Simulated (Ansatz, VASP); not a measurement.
Two plane-wave programs on NaLa

```xyz
2
Lattice="3.6063 0.0000 0.0000 -1.8031 3.1231 0.0000 0.0000 0.0000 6.4838" Properties=species:S:1:pos:R:3 pbc="T T T"
La    0.0000    2.0821    3.2419
Na    0.0000    0.0000    0.0000
```

Alike in both runs: functional PBE; k mesh 5 × 5 × 3; occupations fermi-dirac, width 0.05 eV; no spin polarisation.

|  | VASP | Ansatz |
| --- | --- | --- |
| version | VASP 6.6.1 | Ansatz 0.2.0 |
| potentials or method | VASP PAW PBE potentials, release 64 (La, Na_sv) | Ansatz PAW |
| plane-wave cutoff (eV) | 1130 | 420 |
| valence electrons in the cell | 20 | 20 |
| task | single point | band structure |

```csv
,VASP,Ansatz,Ansatz less VASP
gap on the k mesh at the Fermi level (eV),none,none,-
pressure (GPa),0.0,0.2,+0.12
"traceless stress, the component that is largest in VASP (GPa)",-0.36,-0.35,+0.007
```

A gap of «none» marks a metal or a gap that the smearing closes.

The k mesh is coarse, so the values compare programs but aren't converged. Neither program's run includes spin-orbit coupling.
